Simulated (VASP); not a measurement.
# As (Cmce) in VASP: further runs

Runs on As. Level: PBE+D3(BJ). Tasks: single point.

Everything below comes from runs of VASP 6.6.1. Logs are shortened: lines on timing, memory, paths and dates and some standing lists are left out, and cuts for length are marked.

### Step 1. The cell of the first run

It takes space group Cmce (No. 64, orthorhombic). Conventional cell: a = 3.652 Å, b = 11.387 Å, c = 4.740 Å, α = 90.00°, β = 90.00°, γ = 90.00°. Within 3.3 Å of As (site symmetry m) lie 3 As at 2.48 Å.

### Step 2. Single point, PBE+D3(BJ)

Input file INCAR:

```
SYSTEM = As
PREC = Accurate
ENCUT = 500
EDIFF = 1E-6
ISMEAR = 0
SIGMA = 0.1
LREAL = .FALSE.
LASPH = .TRUE.
NELM = 120
ALGO = Normal
ISIF = 2
LWAVE = .FALSE.
LCHARG = .FALSE.
GGA = PE
IVDW = 12
NBANDS = 18
GGA_COMPAT = .FALSE.
```

Input file KPOINTS:

```
Automatic mesh
0
G
  6 6 4
  0 0 0
```

Input file POSCAR:

```
As
1.0
    1.8259429100     -5.6934005800      0.0000000000
    1.8259429100      5.6934005800      0.0000000000
    0.0000000000      0.0000000000      4.7398728700
As
4
Direct
    0.1045582800      0.8954417200      0.0735437500
    0.8954417200      0.1045582800      0.9264562500
    0.3954417200      0.6045582800      0.5735437500
    0.6045582800      0.3954417200      0.4264562500
```

Potentials or basis: VASP PAW PBE potentials, release 64 (As).

On the command line:

```
> cat potpaw_PBE.64/As/POTCAR > POTCAR
> mpirun -np 1 vasp_std > vasp.out
```

OUTCAR:

```text
SYSTEM = As
   PREC = Accurate
   ENCUT = 500
   EDIFF = 1E-6
   ISMEAR = 0
   LREAL = .FALSE.
   LASPH = .TRUE.
   NELM = 120
   ISIF = 2
   GGA = PE
   IVDW = 12
 IVDW          = 12

 ion  position               nearest neighbor table
   1  0.105  0.895  0.074-   4 2.48   4 2.48   2 2.48
   2  0.895  0.105  0.926-   3 2.48   3 2.48   1 2.48
   3  0.395  0.605  0.574-   2 2.48   2 2.48   4 2.48
   4  0.605  0.395  0.426-   1 2.48   1 2.48   3 2.48

  LATTYP: Found a base centered orthorhombic cell.
 ALAT       =     3.6518858200
 B/A-ratio  =     3.1180605641
 C/A-ratio  =     1.2979247172

  Lattice vectors:

 A1 = (   1.8259429100,  -5.6934005800,   0.0000000000)
 A2 = (   1.8259429100,   5.6934005800,   0.0000000000)
 A3 = (   0.0000000000,   0.0000000000,   4.7398728700)

Analysis of symmetry for initial positions (statically):
=====================================================================
 Subroutine PRICEL returns:
 Original cell was already a primitive cell.

 Routine SETGRP: Setting up the symmetry group for a
 base centered orthorhombic supercell.

 Subroutine GETGRP returns: Found  8 space group operations
 (whereof  4 operations were pure point group operations)
 out of a pool of  8 trial point group operations.

The static configuration has the point symmetry C_2h.
 The point group associated with its full space group is D_2h.

Analysis of symmetry for dynamics (positions and initial velocities):
=====================================================================
 Subroutine PRICEL returns:
 Original cell was already a primitive cell.

 Routine SETGRP: Setting up the symmetry group for a
 base centered orthorhombic supercell.

 Subroutine GETGRP returns: Found  8 space group operations
 (whereof  4 operations were pure point group operations)
 out of a pool of  8 trial point group operations.

The dynamic configuration has the point symmetry C_2h.
 The point group associated with its full space group is D_2h.

 Subroutine INISYM returns: Found  8 space group operations
 (whereof  4 operations are pure point group operations),
 and found     1 'primitive' translations

----------------------------------------------------------------------------------------

                                     Primitive cell

  volume of cell :      98.5498

  direct lattice vectors                    reciprocal lattice vectors
     1.825942910 -5.693400580  0.000000000     0.273831124 -0.087820977  0.000000000
     1.825942910  5.693400580  0.000000000     0.273831124  0.087820977  0.000000000
[... 94 lines left out ...]
   NFREE  =      0    steps in history (QN), initial steepest desc. (CG)
   ISIF   =      2    stress and relaxation
   ISYM   =      2    0-nonsym 1-usesym 2-fastsym
   POTIM  = 0.5000    time-step for ionic-motion
   TEBEG  =    0.0;   TEEND  =   0.0 temperature during run
   PSTRESS=    0.0 pullay stress
   NELECT =      20.0000    total number of electrons
   NUPDOWN=      -1.0000    fix difference up-down
   EMIN   =  10.00;   EMAX   =-10.00  energy-range for DOS
   EFERMI =   0.00;   METHOD = LEGACY
   ISMEAR =     0;   SIGMA  =   0.10  broadening in eV -4-tet -1-fermi 0-gaus
   EFERMI_NEDOS =   21; number of points for ismear=-14 and -15
   IALGO  =     38    algorithm
   IMIX   =      4    mixing-type and parameters
     AMIX     =   0.40;   BMIX     =  1.00
     AMIX_MAG =   1.60;   BMIX_MAG =  1.00
  volume/ion in A,a.u.               =      24.64       166.26
  Fermi-wavevector in a.u.,A,eV,Ry     =   0.962054  1.818019 12.592854  0.925549
  Thomas-Fermi vector in A             =   2.091480
   LORBIT       =      0    0 simple, 1 ext, 2 COOP (PROOUT), +10 PAW based schemes
   GGA     = PE    functional components
   LHFCALC =     F    Hartree Fock is set to
   AEXX    =    0.0000 exact exchange contribution
   IVDW    =    12    specifies the selected vdW correction
   LEPSILON=     F    determine dielectric tensor
   LRPA    =     F    only Hartree local field effects (RPA)
 non-spin polarized calculation
 Gauss-broadening in eV      SIGMA  =   0.10
  energy-cutoff  :      500.00
  volume of cell :       98.55
 maximum number of plane-waves:      2526
 NGX is ok and might be reduce to    48
   NGX = 21   NGY = 21   NGZ = 17

 number of electron      20.0000001 magnetization

 Free energy of the ion-electron system (eV)
  ---------------------------------------------------
  ext. energy  EPLUGINS =         0.00000000
  ---------------------------------------------------
  free energy    TOTEN  =       -18.58891618 eV

  energy without entropy =      -18.58812794  energy(sigma->0) =      -18.58852206

 E-fermi :   4.0733     XC(G=0):  -9.2528

 val. band max:        4.0723363181   @ k =   0.5000   0.5000   0.0000
 cond. band min:       4.0745364415   @ k =   0.5000   0.5000   0.0000
 fundamental gap:      0.0022001233
 Fermi energy:         4.0733277141

 k-point     1 :       0.0000    0.0000    0.0000
  band No.  band energies     occupation
      1     -10.5758      2.00000
      2      -8.1577      2.00000
      3      -5.6285      2.00000
      4      -2.2370      2.00000
      5      -1.6346      2.00000
      6       0.0658      2.00000
[... 481 lines left out ...]
      5      -0.6335      2.00000
      6       0.1724      2.00000
[... 10 lines left out ...]
     17      10.1016      0.00000
     18      11.3141      0.00000

 [... further k-points ...]

------------------------ aborting loop because EDIFF is reached ----------------------------------------

 Edisp (eV)   -1.45553

 E8    (eV) :    -0.6167

  FORCE on cell =-STRESS in cart. coord.  units (eV):
  Direction    XX          YY          ZZ          XY          YZ          ZX
  --------------------------------------------------------------------------------------
  -------------------------------------------------------------------------------------
  Total       0.08840    -0.32955    -0.55917     0.00000     0.00000     0.00000
  in kB       1.43720    -5.35769    -9.09079     0.00000     0.00000     0.00000
  external pressure =       -4.34 kB  Pullay stress =        0.00 kB

 VOLUME and BASIS-vectors are now :
 -----------------------------------------------------------------------------
  energy-cutoff  :      500.00
  volume of cell :       98.55
      direct lattice vectors                 reciprocal lattice vectors
     1.825942910 -5.693400580  0.000000000     0.273831124 -0.087820977  0.000000000
     1.825942910  5.693400580  0.000000000     0.273831124  0.087820977  0.000000000
     0.000000000  0.000000000  4.739872870     0.000000000  0.000000000  0.210976123

 POSITION                                       TOTAL-FORCE (eV/Angst)
 -----------------------------------------------------------------------------------
      1.82594      4.50282      0.34859         0.000000     -0.237425     -0.295472
      1.82594     -4.50282      4.39128         0.000000      0.237425      0.295472
      1.82594      1.19058      2.71852         0.000000      0.237425     -0.295472
      1.82594     -1.19058      2.02135         0.000000     -0.237425      0.295472
 -----------------------------------------------------------------------------------
    total drift:                               -0.000000      0.000000     -0.000000

  FREE ENERGIE OF THE ION-ELECTRON SYSTEM (eV)
  ---------------------------------------------------
  free  energy   TOTEN  =       -20.0444495649 eV

  energy  without entropy=      -20.0436613287  energy(sigma->0) =      -20.04405545
```

stdout:

```text
POSCAR found type information on POSCAR As
 POSCAR found :  1 types and       4 ions
 scaLAPACK will be used
 LDA part: xc-table for (Slater+PW92), standard interpolation
 POSCAR, INCAR and KPOINTS ok, starting setup
 FFT: planning ... GRIDC
 FFT: planning ... GRID_SOFT
 FFT: planning ... GRID
 WAVECAR not read
 entering main loop
```

It took 64 s on 1 thread of Intel Xeon Platinum 8559C (Emerald Rapids), shared host; peak memory 0.28 GiB.

What came out:

```yaml
Free_energy: -20.0444 eV
Pressure: -0.4 GPa
Largest_force: 0.379 eV/Å
Band_gap_on_the_k_mesh: 0.00 eV, direct
Dispersion_energy_per_atom: -0.364 eV
```

Forces in eV/Å, atoms in the order of the input:
```
As   0.000 -0.237 -0.295
As   0.000  0.237  0.295
As   0.000  0.237 -0.295
As   0.000 -0.237  0.295
```

A k mesh can miss the band edges.

### Step 3. Single point, PBE+D3(BJ)

This run uses another cell than the first one, of 21.75 Å³/atom, 0.883 times its volume.

INCAR is that of step 2.

Input file KPOINTS:

```
Automatic mesh
0
G
  12 12 10
  0 0 0
```

Input file POSCAR:

```
As
1.0
    1.8677581449     -5.4158413357      0.0000000000
    1.8677581449      5.4158413357      0.0000000000
    0.0000000000      0.0000000000      4.3003520006
As
4
Direct
    0.1126414288      0.8873585712      0.0556230489
    0.8873585712      0.1126414288      0.9443769511
    0.3873585712      0.6126414288      0.5556230489
    0.6126414288      0.3873585712      0.4443769511
```

Potentials or basis: VASP PAW PBE potentials, release 64 (As).

On the command line:

```
> cat potpaw_PBE.64/As/POTCAR > POTCAR
> mpirun -np 1 vasp_std > vasp.out
```

OUTCAR:

```text
SYSTEM = As
   PREC = Accurate
   ENCUT = 500
   EDIFF = 1E-6
   ISMEAR = 0
   LREAL = .FALSE.
   LASPH = .TRUE.
   NELM = 120
   ISIF = 2
   GGA = PE
   IVDW = 12
 IVDW          = 12

 ion  position               nearest neighbor table
   1  0.113  0.887  0.056-   2 2.49   4 2.51   4 2.51
   2  0.887  0.113  0.944-   1 2.49   3 2.51   3 2.51
   3  0.387  0.613  0.556-   4 2.49   2 2.51   2 2.51
   4  0.613  0.387  0.444-   3 2.49   1 2.51   1 2.51

  LATTYP: Found a base centered orthorhombic cell.
 ALAT       =     3.7355162898
 B/A-ratio  =     2.8996480891
 C/A-ratio  =     1.1512068659

  Lattice vectors:

 A1 = (   1.8677581449,  -5.4158413357,   0.0000000000)
 A2 = (   1.8677581449,   5.4158413357,   0.0000000000)
 A3 = (   0.0000000000,   0.0000000000,   4.3003520006)

Analysis of symmetry for initial positions (statically):
=====================================================================
 Subroutine PRICEL returns:
 Original cell was already a primitive cell.

 Routine SETGRP: Setting up the symmetry group for a
 base centered orthorhombic supercell.

 Subroutine GETGRP returns: Found  8 space group operations
[... 175 lines left out ...]
 cond. band min:       5.0837191904   @ k =   0.5000   0.4167   0.1000
 fundamental gap:      0.0138107296
 Fermi energy:         5.0720084172

 k-point     1 :       0.0000    0.0000    0.0000
  band No.  band energies     occupation
      1      -9.7375      2.00000
      2      -6.7996      2.00000
      3      -4.0899      2.00000
      4      -1.1107      2.00000
      5      -0.8369      2.00000
      6       0.8331      2.00000
[... 481 lines left out ...]
      5       0.4028      2.00000
      6       1.1483      2.00000
[... 10 lines left out ...]
     17      10.7525      0.00000
     18      12.2040      0.00000

 [... further k-points ...]

------------------------ aborting loop because EDIFF is reached ----------------------------------------

 Edisp (eV)   -1.65861

 E8    (eV) :    -0.7019

  FORCE on cell =-STRESS in cart. coord.  units (eV):
  Direction    XX          YY          ZZ          XY          YZ          ZX
  --------------------------------------------------------------------------------------
  -------------------------------------------------------------------------------------
  Total       0.15492     0.17430     0.13529     0.00000     0.00000     0.00000
  in kB       2.85299     3.20993     2.49152     0.00000     0.00000     0.00000
  external pressure =        2.85 kB  Pullay stress =        0.00 kB

 VOLUME and BASIS-vectors are now :
 -----------------------------------------------------------------------------
  energy-cutoff  :      500.00
  volume of cell :       87.00
      direct lattice vectors                 reciprocal lattice vectors
     1.867758145 -5.415841336  0.000000000     0.267700613 -0.092321759  0.000000000
     1.867758145  5.415841336  0.000000000     0.267700613  0.092321759  0.000000000
     0.000000000  0.000000000  4.300352001     0.000000000  0.000000000  0.232539104

 POSITION                                       TOTAL-FORCE (eV/Angst)
 -----------------------------------------------------------------------------------
      1.86776      4.19575      0.23920         0.000000     -0.040093     -0.038571
      1.86776     -4.19575      4.06115         0.000000      0.040093      0.038571
      1.86776      1.22010      2.38937         0.000000      0.040093     -0.038571
      1.86776     -1.22010      1.91098         0.000000     -0.040093      0.038571
 -----------------------------------------------------------------------------------
    total drift:                               -0.000000     -0.000000     -0.000000

  FREE ENERGIE OF THE ION-ELECTRON SYSTEM (eV)
  ---------------------------------------------------
  free  energy   TOTEN  =       -20.1741603782 eV

  energy  without entropy=      -20.1729476814  energy(sigma->0) =      -20.17355403
```

OSZICAR:

```text
N       E                     dE             d eps       ncg     rms          rms(c)
DAV:   1     0.635698331258E+02    0.63570E+02   -0.77260E+03  9288   0.900E+02
DAV:   2    -0.143048559458E+02   -0.77875E+02   -0.75024E+02 12928   0.140E+02
DAV:   3    -0.185320152384E+02   -0.42272E+01   -0.41970E+01 11276   0.336E+01
DAV:   4    -0.185621494230E+02   -0.30134E-01   -0.30111E-01 11230   0.319E+00
DAV:   5    -0.185622677689E+02   -0.11835E-03   -0.11834E-03 10838   0.215E-01    0.472E+00
DAV:   6    -0.185321514583E+02    0.30116E-01   -0.12671E-02 10446   0.662E-01    0.284E+00
DAV:   7    -0.185153456304E+02    0.16806E-01   -0.28994E-02  9962   0.101E+00    0.121E-01
DAV:   8    -0.185154611115E+02   -0.11548E-03   -0.83365E-04 10202   0.159E-01    0.512E-02
DAV:   9    -0.185155491856E+02   -0.88074E-04   -0.16260E-04 10622   0.719E-02    0.158E-02
DAV:  10    -0.185155477585E+02    0.14272E-05   -0.86054E-06 10326   0.166E-02    0.653E-03
DAV:  11    -0.185155475281E+02    0.23032E-06   -0.21963E-06  9266   0.851E-03
   1 F= -.20174160E+02 E0= -.20173554E+02  d E =-.121270E-02
```

Run time: 4 min. Hardware: 1 thread of Intel Xeon Platinum 8559C (Emerald Rapids), shared host; peak memory 0.44 GiB.

Results:

| Quantity | Value |
| --- | --- |
| Free energy | -20.1742 eV |
| Pressure | 0.3 GPa |
| Largest force | 0.056 eV/Å |
| Band gap on the k mesh | zero (band 10 reaches 5.23 eV, above the bottom of band 11 at 4.88 eV) |
| Dispersion energy per atom | -0.415 eV |

Forces in eV/Å, atoms in the order of the input:
```
As   0.000 -0.040 -0.039
As   0.000  0.040  0.039
As   0.000  0.040 -0.039
As   0.000 -0.040  0.039
```

Caveat: pairwise dispersion overbinds metals, which lowers pressure and volume.
